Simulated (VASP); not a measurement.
# PbSe (Pm-3m) in VASP: notebook

Runs on PbSe. Level: LDA. Tasks: single point.

Everything below comes from runs of VASP 6.6.1. Logs are shortened: lines on timing, memory, paths and dates and some standing lists are left out, and cuts for length are marked.

**1. The cell of the first run**

The structure is cubic, space group Pm-3m (No. 221). Conventional cell: a = 3.626 Å, b = 3.626 Å, c = 3.626 Å, α = 90.00°, β = 90.00°, γ = 90.00°. Pb (site symmetry m-3m) has 8 Se at 3.14 Å and 6 Pb at 3.63 Å within 4.1 Å. Se (site symmetry m-3m) has 8 Pb at 3.14 Å and 6 Se at 3.63 Å within 4.1 Å.

**2. Single point, LDA**

File INCAR:

```
  PREC = Accurate
  ENCUT = 500
  EDIFF = 1E-6
  ISMEAR = -1
  SIGMA = 0.05
  LREAL = False
  LASPH = True
  NELM = 120
  ALGO = Normal
  ISIF = 2
  LWAVE = False
  LCHARG = False
  NBANDS = 17
  GGA_COMPAT = False
```

File KPOINTS:

```
regular mesh
0
Gamma
  6 6 6
```

File POSCAR:

```
PbSe
1.0
    3.6264531987      0.0000000000      0.0000000000
    0.0000000000      3.6264531987      0.0000000000
    0.0000000000      0.0000000000      3.6264531987
Pb Se
1 1
Direct
    0.0000000000      0.0000000000      0.0000000000
    0.5000000000      0.5000000000      0.5000000000
```

Potentials or basis: VASP PAW LDA potentials, release 64 (Pb_d, Se).

Command:

```sh
cat potpaw_LDA.64/Pb_d/POTCAR potpaw_LDA.64/Se/POTCAR > POTCAR
mpirun -np 1 vasp_std > vasp.out
```

OUTCAR:

```text
PREC = Accurate
   ENCUT = 500
   EDIFF = 1E-6
   ISMEAR = -1
   LREAL = False
   LASPH = True
   NELM = 120
   ISIF = 2

 ion  position               nearest neighbor table
   1  0.000  0.000  0.000-   2 3.14   2 3.14   2 3.14   2 3.14   2 3.14   2 3.14   2 3.14   2 3.14

   2  0.500  0.500  0.500-   1 3.14   1 3.14   1 3.14   1 3.14   1 3.14   1 3.14   1 3.14   1 3.14

  LATTYP: Found a simple cubic cell.
 ALAT       =     3.6264531987

  Lattice vectors:

 A1 = (   3.6264531987,   0.0000000000,   0.0000000000)
 A2 = (   0.0000000000,   3.6264531987,   0.0000000000)
 A3 = (   0.0000000000,   0.0000000000,   3.6264531987)

Analysis of symmetry for initial positions (statically):
=====================================================================
 Subroutine PRICEL returns:
 Original cell was already a primitive cell.

 Routine SETGRP: Setting up the symmetry group for a
 simple cubic supercell.

 Subroutine GETGRP returns: Found 48 space group operations
 (whereof 48 operations were pure point group operations)
 out of a pool of 48 trial point group operations.

The static configuration has the point symmetry O_h .

Analysis of symmetry for dynamics (positions and initial velocities):
=====================================================================
 Subroutine PRICEL returns:
 Original cell was already a primitive cell.

 Routine SETGRP: Setting up the symmetry group for a
 simple cubic supercell.

 Subroutine GETGRP returns: Found 48 space group operations
 (whereof 48 operations were pure point group operations)
 out of a pool of 48 trial point group operations.

The dynamic configuration has the point symmetry O_h .

 Subroutine INISYM returns: Found 48 space group operations
 (whereof 48 operations are pure point group operations),
 and found     1 'primitive' translations

----------------------------------------------------------------------------------------

                                     Primitive cell

  volume of cell :      47.6921

  direct lattice vectors                    reciprocal lattice vectors
     3.626453199  0.000000000  0.000000000     0.275751525  0.000000000  0.000000000
     0.000000000  3.626453199  0.000000000     0.000000000  0.275751525  0.000000000
     0.000000000  0.000000000  3.626453199     0.000000000  0.000000000  0.275751525

  length of vectors
     3.626453199  3.626453199  3.626453199     0.275751525  0.275751525  0.275751525

  position of ions in fractional coordinates (direct lattice)
     0.000000000  0.000000000  0.000000000
     0.500000000  0.500000000  0.500000000

  ion indices of the primitive-cell ions
   primitive index   ion index
                 1           1
                 2           2

----------------------------------------------------------------------------------------

 KPOINTS: regular mesh

Automatic generation of k-mesh.
 Grid dimensions read from file:
 generate k-points for:    6    6    6

 Generating k-lattice:

  Cartesian coordinates                     Fractional coordinates (reciprocal lattice)
     0.045958588  0.000000000  0.000000000     0.166666667  0.000000000  0.000000000
     0.000000000  0.045958588  0.000000000     0.000000000  0.166666667  0.000000000
     0.000000000  0.000000000  0.045958588     0.000000000  0.000000000  0.166666667

  Length of vectors
     0.045958588  0.045958588  0.045958588

  Shift w.r.t. Gamma in fractional coordinates (k-lattice)
     0.000000000  0.000000000  0.000000000

 Subroutine IBZKPT returns following result:
 ===========================================

 Found     20 irreducible k-points:

 Following reciprocal coordinates:
            Coordinates               Weight
  0.000000  0.000000  0.000000      1.000000
  0.166667  0.000000  0.000000      6.000000
  0.333333  0.000000  0.000000      6.000000
  0.500000  0.000000  0.000000      3.000000
  0.166667  0.166667  0.000000     12.000000
  0.333333  0.166667  0.000000     24.000000
[... 12 lines left out ...]
  0.500000  0.500000  0.333333      6.000000
  0.500000  0.500000  0.500000      1.000000
   k-points           NKPTS =     20   k-points in BZ     NKDIM =     20   number of bands    NBANDS=     17
   number of dos      NEDOS =    301   number of ions     NIONS =      2
   total plane-waves  NPLWV =  21952
   dimension x,y,z NGX =    28 NGY =   28 NGZ =   28
   dimension x,y,z NGXF=    56 NGYF=   56 NGZF=   56
   ions per type =               1   1
   NGX,Y,Z   is equivalent  to a cutoff of  12.84, 12.84, 12.84 a.u.
   NGXF,Y,Z  is equivalent  to a cutoff of  25.67, 25.67, 25.67 a.u.
 SYSTEM =  unknown system
   PREC   = accura    normal or accurate (medium, high low for compatibility)
   ISTART =      0    job   : 0-new  1-cont  2-samecut
   ICHARG =      2    charge: 1-file 2-atom 10-const
   ISPIN  =      1    spin polarized calculation?
   LNONCOLLINEAR =      F non collinear calculations
   LSORBIT =      F    spin-orbit coupling
   LASPH  =      T    aspherical Exc in radial PAW
   ENCUT  =  500.0 eV  36.75 Ry    6.06 a.u.   6.61  6.61  6.61*2*pi/ulx,y,z
   NELM   =    120;   NELMIN=  2; NELMDL= -5     # of ELM steps
   EDIFF  = 0.1E-05   stopping-criterion for ELM
   LREAL  =      F    real-space projection
   EDIFFG = 0.1E-04   stopping-criterion for IOM
   NSW    =      0    number of steps for IOM
   IBRION =     -1    ionic relax: 0-MD 1-quasi-New 2-CG
   NFREE  =      0    steps in history (QN), initial steepest desc. (CG)
   ISIF   =      2    stress and relaxation
   ISYM   =      2    0-nonsym 1-usesym 2-fastsym
   POTIM  = 0.5000    time-step for ionic-motion
   TEBEG  =    0.0;   TEEND  =   0.0 temperature during run
   PSTRESS=    0.0 pullay stress
   NELECT =      20.0000    total number of electrons
   NUPDOWN=      -1.0000    fix difference up-down
   EMIN   =  10.00;   EMAX   =-10.00  energy-range for DOS
   EFERMI =   0.00;   METHOD = LEGACY
   ISMEAR =    -1;   SIGMA  =   0.05  broadening in eV -4-tet -1-fermi 0-gaus
   EFERMI_NEDOS =   21; number of points for ismear=-14 and -15
   IALGO  =     38    algorithm
   IMIX   =      4    mixing-type and parameters
     AMIX     =   0.40;   BMIX     =  1.00
     AMIX_MAG =   1.60;   BMIX_MAG =  1.00
  volume/ion in A,a.u.               =      23.85       160.92
  Fermi-wavevector in a.u.,A,eV,Ry     =   1.225376  2.315625 20.429783  1.501547
  Thomas-Fermi vector in A             =   2.360416
   LORBIT       =      0    0 simple, 1 ext, 2 COOP (PROOUT), +10 PAW based schemes
   GGA     = CA    functional components
   LHFCALC =     F    Hartree Fock is set to
   AEXX    =    0.0000 exact exchange contribution
   IVDW    =     0    specifies the selected vdW correction
   LEPSILON=     F    determine dielectric tensor
   LRPA    =     F    only Hartree local field effects (RPA)
 non-spin polarized calculation
  energy-cutoff  :      500.00
  volume of cell :       47.69
 maximum number of plane-waves:      1233
 NGX is ok and might be reduce to    28
   NGX = 13   NGY = 13   NGZ = 13

 number of electron      19.9999996 magnetization

 Free energy of the ion-electron system (eV)
  ---------------------------------------------------
  ext. energy  EPLUGINS =         0.00000000
  ---------------------------------------------------
  free energy    TOTEN  =        -9.03796811 eV

  energy without entropy =       -9.03168512  energy(sigma->0) =       -9.03482661

 E-fermi :   6.5895     XC(G=0): -10.8356

 val. band max:        6.5804997303   @ k =   0.5000   0.5000   0.0000
 cond. band min:       6.7103733492   @ k =   0.5000   0.0000   0.0000
 fundamental gap:      0.1298736188
 Fermi energy:         6.5895128839

 k-point     1 :       0.0000    0.0000    0.0000
  band No.  band energies     occupation
      1     -10.2257      2.00000
      2     -10.2257      2.00000
      3     -10.0037      2.00000
      4     -10.0037      2.00000
      5     -10.0037      2.00000
      6      -7.4689      2.00000
[... 9 lines left out ...]
     16      19.7819      0.00000
     17      20.0756      0.00000

 k-point     2 :       0.1667    0.0000    0.0000
  band No.  band energies     occupation
      1     -10.2227      2.00000
      2     -10.1818      2.00000
      3     -10.0216      2.00000
      4     -10.0216      2.00000
      5     -10.0021      2.00000
      6      -7.2212      2.00000
[... 9 lines left out ...]
     16      18.5042      0.00000
     17      19.3049      0.00000

 k-point     3 :       0.3333    0.0000    0.0000
  band No.  band energies     occupation
      1     -10.2165      2.00000
      2     -10.0952      2.00000
      3     -10.0568      2.00000
      4     -10.0568      2.00000
      5      -9.9990      2.00000
      6      -6.5721      2.00000
[... 9 lines left out ...]
     16      17.0490      0.00000
     17      19.9785      0.00000

 k-point     4 :       0.5000    0.0000    0.0000
  band No.  band energies     occupation
      1     -10.2135      2.00000
      2     -10.0743      2.00000
      3     -10.0743      2.00000
      4     -10.0525      2.00000
      5      -9.9974      2.00000
      6      -6.0856      2.00000
[... 9 lines left out ...]
     16      20.0175      0.00000
     17      21.1114      0.00000

 k-point     5 :       0.1667    0.1667    0.0000
  band No.  band energies     occupation
      1     -10.1999      2.00000
      2     -10.1566      2.00000
      3     -10.0472      2.00000
      4     -10.0212      2.00000
      5     -10.0175      2.00000
      6      -6.9729      2.00000
[... 9 lines left out ...]
     16      17.4513      0.00000
     17      17.9134      0.00000

 k-point     6 :       0.3333    0.1667    0.0000
  band No.  band energies     occupation
      1     -10.1870      2.00000
      2     -10.0962      2.00000
      3     -10.0742      2.00000
      4     -10.0536      2.00000
      5     -10.0150      2.00000
      6      -6.3363      2.00000
[... 9 lines left out ...]
     16      17.5357      0.00000
     17      17.7435      0.00000

 k-point     7 :       0.5000    0.1667    0.0000
  band No.  band energies     occupation
      1     -10.1831      2.00000
      2     -10.1198      2.00000
      3     -10.0705      2.00000
      4     -10.0309      2.00000
      5     -10.0129      2.00000
      6      -5.8756      2.00000
[... 9 lines left out ...]
     16      18.2651      0.00000
     17      19.1347      0.00000

 k-point     8 :       0.3333    0.3333    0.0000
  band No.  band energies     occupation
      1     -10.1703      2.00000
      2     -10.1515      2.00000
      3     -10.0488      2.00000
      4     -10.0452      2.00000
      5     -10.0086      2.00000
      6      -5.7699      2.00000
[... 9 lines left out ...]
     16      16.9215      0.00000
     17      18.5710      0.00000
[... 123 lines left out ...]
      1     -10.1891      2.00000
      2     -10.0930      2.00000
      3     -10.0907      2.00000
      4     -10.0667      2.00000
      5      -9.9656      2.00000
      6      -5.3001      2.00000
[... 9 lines left out ...]
     16      17.4743      0.00000
     17      20.4565      0.00000

 k-point    16 :       0.5000    0.5000    0.1667
  band No.  band energies     occupation
      1     -10.2230      2.00000
      2     -10.0843      2.00000
      3     -10.0843      2.00000
      4     -10.0787      2.00000
      5      -9.9283      2.00000
      6      -5.0736      2.00000
[... 9 lines left out ...]
     16      17.9189      0.00000
     17      19.2171      0.00000

 k-point    17 :       0.3333    0.3333    0.3333
  band No.  band energies     occupation
      1     -10.1494      2.00000
      2     -10.1148      2.00000
      3     -10.1148      2.00000
      4     -10.0030      2.00000
      5     -10.0030      2.00000
      6      -5.2703      2.00000
[... 9 lines left out ...]
     16      18.2151      0.00000
     17      22.3628      0.00000

 k-point    18 :       0.5000    0.3333    0.3333
  band No.  band energies     occupation
      1     -10.1660      2.00000
      2     -10.1372      2.00000
      3     -10.1120      2.00000
      4     -10.0014      2.00000
      5      -9.9535      2.00000
      6      -5.0731      2.00000
[... 9 lines left out ...]
     16      19.4484      0.00000
     17      22.3610      0.00000

 k-point    19 :       0.5000    0.5000    0.3333
  band No.  band energies     occupation
      1     -10.1802      2.00000
      2     -10.1342      2.00000
      3     -10.1342      2.00000
      4      -9.9767      2.00000
      5      -9.9264      2.00000
      6      -4.9485      2.00000
[... 9 lines left out ...]
     16      20.5464      0.00000
     17      23.7669      0.00000

 k-point    20 :       0.5000    0.5000    0.5000
  band No.  band energies     occupation
      1     -10.1587      2.00000
      2     -10.1587      2.00000
      3     -10.1587      2.00000
      4      -9.9255      2.00000
      5      -9.9255      2.00000
      6      -4.8801      2.00000
[... 9 lines left out ...]
     16      21.7306      0.00000
     17      24.9326      0.00000

------------------------ aborting loop because EDIFF is reached ----------------------------------------

  FORCE on cell =-STRESS in cart. coord.  units (eV):
  Direction    XX          YY          ZZ          XY          YZ          ZX
  --------------------------------------------------------------------------------------
  -------------------------------------------------------------------------------------
  Total        0.6411794      0.6411794      0.6411794     -0.0000000     -0.0000000      0.0000000
  in kB       21.5399106     21.5399106     21.5399106     -0.0000000     -0.0000000      0.0000000
  external PRESSURE =      21.5399106 kB  Pullay stress =       0.0000000 kB

 VOLUME and BASIS-vectors are now :
 -----------------------------------------------------------------------------
  energy-cutoff  :      500.00
  volume of cell :       47.69
      direct lattice vectors                 reciprocal lattice vectors
     3.626453199  0.000000000  0.000000000     0.275751525  0.000000000  0.000000000
     0.000000000  3.626453199  0.000000000     0.000000000  0.275751525  0.000000000
     0.000000000  0.000000000  3.626453199     0.000000000  0.000000000  0.275751525

 POSITION                                       TOTAL-FORCE (eV/Angst)
 -----------------------------------------------------------------------------------
      0.00000      0.00000      0.00000         0.000000      0.000000      0.000000
      1.81323      1.81323      1.81323         0.000000      0.000000      0.000000
 -----------------------------------------------------------------------------------
    total drift:                               -0.000000      0.000000     -0.000000

  FREE ENERGIE OF THE ION-ELECTRON SYSTEM (eV)
  ---------------------------------------------------
  free  energy   TOTEN  =        -9.0379681067 eV

  energy  without entropy=       -9.0316851206  energy(sigma->0) =       -9.03482661
```

It took 19 s on 1 thread of Intel Xeon 8259CL, shared host; peak memory 0.15 GiB.

What came out:

* Free energy: -9.0380 eV
* Pressure: 2.2 GPa
* Band gap on the k mesh: zero (bands 10 and 11 overlap by 1.33 eV)

Caveat: spin-orbit coupling is left out, which moves the levels of the heavy elements.

**3. Single point, LDA**

This run uses another cell than the first one, of 24.93 Å³/atom.

File INCAR:

```
SYSTEM = PbSe
ALGO     = Normal         ! electronic algorithm
EDIFF    = 1E-6           ! SCF threshold, eV
ENCUT    = 500            ! plane-wave cutoff, eV
GGA_COMPAT= .FALSE.      
ISIF     = 2              ! what is computed and relaxed
ISMEAR   = -1             ! smearing method
LASPH    = .TRUE.         ! aspherical terms in the spheres
LCHARG   = .TRUE.         ! write CHGCAR
LELF     = .TRUE.         ! ELF
LREAL    = .FALSE.        ! projectors in reciprocal space
LVHAR    = .TRUE.       
LWAVE    = .FALSE.        ! write WAVECAR
NBANDS   = 17             ! bands
NELM     = 120            ! most SCF steps
PREC     = Accurate       ! precision mode
SIGMA    = 0.05           ! smearing width, eV
```

File KPOINTS:

```
k-points
0
G
  6 6 6
  0 0 0
```

File POSCAR:

```
PbSe
1.0
    3.6805873468      0.0000000000      0.0000000000
    0.0000000000      3.6805873468      0.0000000000
    0.0000000000      0.0000000000      3.6805873468
Pb Se
1 1
Direct
    0.0000000000      0.0000000000      0.0000000000
    0.5000000000      0.5000000000      0.5000000000
```

Potentials or basis: VASP PAW LDA potentials, release 64 (Pb_d, Se).

Command:

```sh
cat potpaw_LDA.64/Pb_d/POTCAR potpaw_LDA.64/Se/POTCAR > POTCAR
mpirun -np 1 vasp_std > vasp.out
```

Wall time 23 s (1 thread of Intel Xeon 8259CL, shared host); peak memory 0.15 GiB.

The run converged. Its results:

```
Free energy            : -9.0474 eV
Pressure               : -0.7 GPa
Band gap on the k mesh : zero (bands 10 and 11 overlap by 1.12 eV)
```

Levels at points of the mesh, in eV from the Fermi level:
```csv
k point,band 8,band 9,band 10,band 11,band 12,band 13
"(0.00, 0.00, 0.00)",-1.66,-1.66,-1.66,5.08,5.08,6.63
"(0.50, 0.00, 0.00)",-0.26,-0.26,-0.02,0.14,3.54,3.54
"(0.50, 0.50, 0.00)",-4.80,-4.80,0.00,4.41,4.41,5.38
"(0.50, 0.50, 0.50)",-2.56,-2.56,-2.56,-0.84,-0.84,-0.84
```

Caveat: spin-orbit coupling is left out, which moves the levels of the heavy elements.
